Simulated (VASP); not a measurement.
# Ti (I4/mmm) in VASP: further runs

Runs on Ti. Level: PBE. Tasks: electric field gradients.

All numbers are computed with VASP 6.6.1; they aren't measurements. Logs are shortened: lines on timing, memory, paths and dates and some standing lists are left out, and cuts for length are marked.

## Step 1: The cell of the first run

The structure is tetragonal, space group I4/mmm (No. 139). The conventional cell has a = 3.184 Å, b = 3.184 Å, c = 3.282 Å, α = 90.00°, β = 90.00°, γ = 90.00°. Within 3.7 Å of Ti (site symmetry 4/mmm) lie 14 Ti at 2.79 to 3.28 Å.

## Step 2: Electric field gradients, PBE (x and y stretched by -3 %, z held)

Contents of INCAR:

```
SYSTEM = Ti
PREC     = Accurate       ! precision mode
ENCUT    = 520            ! plane-wave cutoff, eV
EDIFF    = 1E-8           ! SCF threshold, eV
ISMEAR   = -1             ! smearing method
SIGMA    = 0.05           ! smearing width, eV
LREAL    = .FALSE.        ! projectors in reciprocal space
LASPH    = .TRUE.         ! aspherical terms in the spheres
NELM     = 100            ! most SCF steps
ALGO     = Normal         ! electronic algorithm
ISIF     = 2              ! what is computed and relaxed
LWAVE    = .FALSE.        ! write WAVECAR
LCHARG   = .FALSE.        ! write CHGCAR
GGA      = PE             ! functional
LEFG     = .TRUE.       
NBANDS   = 12             ! bands
```

Contents of KPOINTS:

```
Automatic mesh
0
G
  14 14 14
  0 0 0
```

Contents of POSCAR:

```
Ti
1.0
   -1.5917700000      1.5917700000      1.6410000000
    1.5917700000     -1.5917700000      1.6410000000
    1.5917700000      1.5917700000     -1.6410000000
Ti
1
Direct
    0.0000000000      0.0000000000      0.0000000000
```

Potentials or basis: VASP PAW PBE potentials, release 64 (Ti_sv).

On the command line:

```
> cat potpaw_PBE.64/Ti_sv/POTCAR > POTCAR
> mpirun -np 1 vasp_std > vasp.out
```

OUTCAR:

```text
SYSTEM = Ti
   PREC = Accurate
   ENCUT = 520
   EDIFF = 1E-8
   ISMEAR = -1
   LREAL = .FALSE.
   LASPH = .TRUE.
   NELM = 100
   ISIF = 2
   GGA = PE

 ion  position               nearest neighbor table
   1  0.000  0.000  0.000-

  LATTYP: Found a body centered tetragonal cell.
 ALAT       =     3.1835400000
 C/A-ratio  =     1.0309278351

  Lattice vectors:

 A1 = (  -1.5917700000,   1.5917700000,   1.6410000000)
 A2 = (   1.5917700000,  -1.5917700000,   1.6410000000)
 A3 = (   1.5917700000,   1.5917700000,  -1.6410000000)

Analysis of symmetry for initial positions (statically):
=====================================================================
 Subroutine PRICEL returns:
 Original cell was already a primitive cell.

 Routine SETGRP: Setting up the symmetry group for a
 body centered tetragonal supercell.

 Subroutine GETGRP returns: Found 16 space group operations
 (whereof 16 operations were pure point group operations)
 out of a pool of 16 trial point group operations.

The static configuration has the point symmetry D_4h.

Analysis of symmetry for dynamics (positions and initial velocities):
=====================================================================
 Subroutine PRICEL returns:
 Original cell was already a primitive cell.

 Routine SETGRP: Setting up the symmetry group for a
 body centered tetragonal supercell.

 Subroutine GETGRP returns: Found 16 space group operations
 (whereof 16 operations were pure point group operations)
 out of a pool of 16 trial point group operations.

The dynamic configuration has the point symmetry D_4h.

 Subroutine INISYM returns: Found 16 space group operations
 (whereof 16 operations are pure point group operations),
 and found     1 'primitive' translations

----------------------------------------------------------------------------------------

                                     Primitive cell

  volume of cell :      16.6314

  direct lattice vectors                    reciprocal lattice vectors
    -1.591770000  1.591770000  1.641000000     0.000000000  0.314115733  0.304692261
     1.591770000 -1.591770000  1.641000000     0.314115733  0.000000000  0.304692261
     1.591770000  1.591770000 -1.641000000     0.314115733  0.314115733  0.000000000

  length of vectors
     2.785739483  2.785739483  2.785739483     0.437614062  0.437614062  0.444226729

  position of ions in fractional coordinates (direct lattice)
     0.000000000  0.000000000  0.000000000

  ion indices of the primitive-cell ions
   primitive index   ion index
                 1           1

----------------------------------------------------------------------------------------

 KPOINTS: Automatic mesh

Automatic generation of k-mesh.
 Grid dimensions read from file:
 generate k-points for:   14   14   14

 Generating k-lattice:

  Cartesian coordinates                     Fractional coordinates (reciprocal lattice)
     0.000000000  0.022436838  0.021763733     0.071428571  0.000000000  0.000000000
     0.022436838  0.000000000  0.021763733     0.000000000  0.071428571  0.000000000
     0.022436838  0.022436838  0.000000000     0.000000000  0.000000000  0.071428571

  Length of vectors
     0.031258147  0.031258147  0.031730481

  Shift w.r.t. Gamma in fractional coordinates (k-lattice)
     0.000000000  0.000000000  0.000000000

 Subroutine IBZKPT returns following result:
 ===========================================

 Found    244 irreducible k-points:

 Following reciprocal coordinates:
            Coordinates               Weight
  0.000000  0.000000  0.000000      1.000000
  0.071429  0.000000  0.000000      8.000000
  0.142857  0.000000  0.000000      8.000000
  0.214286  0.000000  0.000000      8.000000
  0.285714  0.000000  0.000000      8.000000
  0.357143  0.000000  0.000000      8.000000
[... 16 lines left out ...]
  0.214286  0.142857  0.000000     16.000000
  0.285714  0.142857 -0.000000     16.000000
 [... further k-points ...]
   k-points           NKPTS =    244   k-points in BZ     NKDIM =    244   number of bands    NBANDS=     12
   number of dos      NEDOS =    301   number of ions     NIONS =      1
   total plane-waves  NPLWV =  13824
   dimension x,y,z NGX =    24 NGY =   24 NGZ =   24
   dimension x,y,z NGXF=    48 NGYF=   48 NGZF=   48
   ions per type =               1
   NGX,Y,Z   is equivalent  to a cutoff of  14.32, 14.32, 14.32 a.u.
   NGXF,Y,Z  is equivalent  to a cutoff of  28.65, 28.65, 28.65 a.u.
 SYSTEM =  Ti
   PREC   = accura    normal or accurate (medium, high low for compatibility)
   ISTART =      0    job   : 0-new  1-cont  2-samecut
   ICHARG =      2    charge: 1-file 2-atom 10-const
   ISPIN  =      1    spin polarized calculation?
   LNONCOLLINEAR =      F non collinear calculations
   LSORBIT =      F    spin-orbit coupling
   LASPH  =      T    aspherical Exc in radial PAW
   ENCUT  =  520.0 eV  38.22 Ry    6.18 a.u.   5.18  5.18  5.18*2*pi/ulx,y,z
   NELM   =    100;   NELMIN=  2; NELMDL= -5     # of ELM steps
   EDIFF  = 0.1E-07   stopping-criterion for ELM
   LREAL  =      F    real-space projection
   EDIFFG = 0.1E-06   stopping-criterion for IOM
   NSW    =      0    number of steps for IOM
   IBRION =     -1    ionic relax: 0-MD 1-quasi-New 2-CG
   NFREE  =      0    steps in history (QN), initial steepest desc. (CG)
   ISIF   =      2    stress and relaxation
   ISYM   =      2    0-nonsym 1-usesym 2-fastsym
   POTIM  = 0.5000    time-step for ionic-motion
   TEBEG  =    0.0;   TEEND  =   0.0 temperature during run
   PSTRESS=    0.0 pullay stress
   NELECT =      12.0000    total number of electrons
   NUPDOWN=      -1.0000    fix difference up-down
   EMIN   =  10.00;   EMAX   =-10.00  energy-range for DOS
   EFERMI =   0.00;   METHOD = LEGACY
   ISMEAR =    -1;   SIGMA  =   0.05  broadening in eV -4-tet -1-fermi 0-gaus
   EFERMI_NEDOS =   21; number of points for ismear=-14 and -15
   IALGO  =     38    algorithm
   IMIX   =      4    mixing-type and parameters
     AMIX     =   0.40;   BMIX     =  1.00
     AMIX_MAG =   1.60;   BMIX_MAG =  1.00
  volume/ion in A,a.u.               =      16.63       112.23
  Fermi-wavevector in a.u.,A,eV,Ry     =   1.468336  2.774753 29.334314  2.156011
  Thomas-Fermi vector in A             =   2.583846
   LORBIT       =      0    0 simple, 1 ext, 2 COOP (PROOUT), +10 PAW based schemes
   GGA     = PE    functional components
[... 5 lines left out ...]
 non-spin polarized calculation
  energy-cutoff  :      520.00
  volume of cell :       16.63
 maximum number of plane-waves:       474
 NGX is ok and might be reduce to    24
   NGX = 11   NGY = 11   NGZ = 11

 number of electron      11.9999999 magnetization

 Free energy of the ion-electron system (eV)
  ---------------------------------------------------
  ext. energy  EPLUGINS =         0.00000000
  ---------------------------------------------------
  free energy    TOTEN  =        -7.72692470 eV

  energy without entropy =       -7.70802166  energy(sigma->0) =       -7.71747318

 E-fermi :   8.5405     XC(G=0): -11.6993

 val. band max:        8.5373432605   @ k =  -0.4286   0.4286   0.1429
 cond. band min:       8.5419759883   @ k =  -0.1429   0.3571   0.0714
 fundamental gap:      0.0046327278
 Fermi energy:         8.5404872918

 k-point     1 :       0.0000    0.0000    0.0000
  band No.  band energies     occupation
      1     -47.9067      2.00000
      2     -23.7098      2.00000
      3     -23.7098      2.00000
      4     -23.7077      2.00000
      5       2.4993      2.00000
      6       9.4994      0.00000
      7       9.4994      0.00000
      8       9.7235      0.00000
      9      11.2827      0.00000
     10      11.5462      0.00000
     11      25.9092      0.00000
     12      26.4581      0.00000

 k-point     2 :       0.0714    0.0000    0.0000
  band No.  band energies     occupation
      1     -47.8991      2.00000
      2     -23.7489      2.00000
      3     -23.7216      2.00000
      4     -23.7087      2.00000
      5       2.6794      2.00000
      6       9.4780      0.00000
      7       9.4870      0.00000
      8       9.7870      0.00000
      9      11.2088      0.00000
     10      11.5232      0.00000
     11      25.8150      0.00000
     12      26.3095      0.00000

 k-point     3 :       0.1429    0.0000    0.0000
  band No.  band energies     occupation
      1     -47.8779      2.00000
      2     -23.8601      2.00000
      3     -23.7545      2.00000
      4     -23.7089      2.00000
      5       3.1970      2.00000
      6       9.3011      0.00000
      7       9.3669      0.00000
      8      10.1374      0.00000
      9      11.0526      0.00000
     10      11.5060      0.00000
     11      25.1151      0.00000
     12      25.9570      0.00000
[... 286 lines left out ...]
 k-point    23 :       0.2143    0.1429    0.0000
  band No.  band energies     occupation
      1     -47.8001      2.00000
      2     -24.2114      2.00000
      3     -23.8759      2.00000
      4     -23.7476      2.00000
      5       5.2795      2.00000
      6       8.4818      1.52765
      7       8.7455      0.03260
      8      10.9498      0.00000
      9      11.6315      0.00000
     10      12.0174      0.00000
     11      21.9462      0.00000
     12      23.0323      0.00000

 k-point    24 :       0.2857    0.1429   -0.0000
  band No.  band energies     occupation
      1     -47.7717      2.00000
      2     -24.3254      2.00000
      3     -23.9380      2.00000
      4     -23.7527      2.00000
      5       6.0224      2.00000
      6       8.3068      1.98151
      7       8.6279      0.29676
      8      11.1388      0.00000
      9      11.6963      0.00000
     10      12.8356      0.00000
     11      19.9970      0.00000
     12      22.2861      0.00000

 [... further k-points ...]
[... 5 lines left out ...]
  --------------------------------------------------------------------------------------
  -------------------------------------------------------------------------------------
  Total        0.3859611      0.3859611      0.4529065      0.0000000     -0.0000000      0.0000000
  in kB       37.1813331     37.1813331     43.6304728      0.0000000     -0.0000000      0.0000000
  external PRESSURE =      39.3310463 kB  Pullay stress =       0.0000000 kB

 VOLUME and BASIS-vectors are now :
 -----------------------------------------------------------------------------
  energy-cutoff  :      520.00
  volume of cell :       16.63
      direct lattice vectors                 reciprocal lattice vectors
    -1.591770000  1.591770000  1.641000000     0.000000000  0.314115733  0.304692261
     1.591770000 -1.591770000  1.641000000     0.314115733  0.000000000  0.304692261
     1.591770000  1.591770000 -1.641000000     0.314115733  0.314115733  0.000000000

 POSITION                                       TOTAL-FORCE (eV/Angst)
 -----------------------------------------------------------------------------------
      0.00000      0.00000      0.00000        -0.000000      0.000000      0.000000
 -----------------------------------------------------------------------------------
    total drift:                                0.000000      0.000000      0.000000

  FREE ENERGIE OF THE ION-ELECTRON SYSTEM (eV)
  ---------------------------------------------------
  free  energy   TOTEN  =        -7.7269246966 eV

  energy  without entropy=       -7.7080216593  energy(sigma->0) =       -7.71747318

 Electric field gradients (V/A^2)
---------------------------------------------------------------------
 ion       V_xx      V_yy      V_zz      V_xy      V_xz      V_yz
---------------------------------------------------------------------
   1       0.276     0.276    -0.552    -0.000    -0.000    -0.000
---------------------------------------------------------------------

 Electric field gradients after diagonalization (V/A^2)
 (convention: |V_zz| > |V_xx| > |V_yy|)
----------------------------------------------------------------------
 ion       V_xx      V_yy      V_zz     asymmetry (V_yy - V_xx)/ V_zz
----------------------------------------------------------------------
   1       0.276     0.276    -0.552       0.001
----------------------------------------------------------------------

           NMR quadrupolar parameters

 Cq : quadrupolar parameter    Cq=e*Q*V_zz/h
 eta: asymmetry parameters     (V_yy - V_xx)/ V_zz
 Q  : nuclear electric quadrupole moment in mb (millibarn)
----------------------------------------------------------------------
 ion       Cq(MHz)       eta       Q (mb)
----------------------------------------------------------------------
   1      -0.001       0.001       1.000
----------------------------------------------------------------------
```

Run time: 71 s. Hardware: 1 thread of Intel Xeon 6975P-C, shared host; peak memory 0.18 GiB.

What came out:

```yaml
Free_energy: -7.7269 eV
Pressure: 3.9 GPa
Band_gap_on_the_k_mesh: zero (band 6 reaches 9.54 eV, above the bottom of band 7 at 7.89 eV)
```

Levels at points of the mesh, in eV from the Fermi level:
```csv
k point,band 3,band 4,band 5,band 6,band 7,band 8,band 9,band 10
"(0.00, 0.00, 0.00)",-32.25,-32.25,-6.04,0.96,0.96,1.18,2.74,3.01
"(0.50, 0.00, 0.00)",-32.48,-32.25,-2.55,-0.34,1.21,2.75,3.25,4.49
"(0.50, 0.50, 0.00)",-32.50,-32.27,-2.56,-0.62,1.43,3.05,3.32,4.53
"(0.50, 0.50, 0.50)",-32.76,-32.76,-2.29,-2.21,4.10,4.15,4.15,8.16
```

Electric field gradients, principal values (V/Å²):
```
atom  least  middle  greatest (by size)
1 Ti  0.276   0.276              -0.552
```

Caveat: the cell differs from its parent crystal (x and y stretched by -3 %, z held); without QUAD_EFG the Cq values of the log hold for a quadrupole moment of 1 mb, not for the nuclei.

(Part 1 of 2 ends here.)
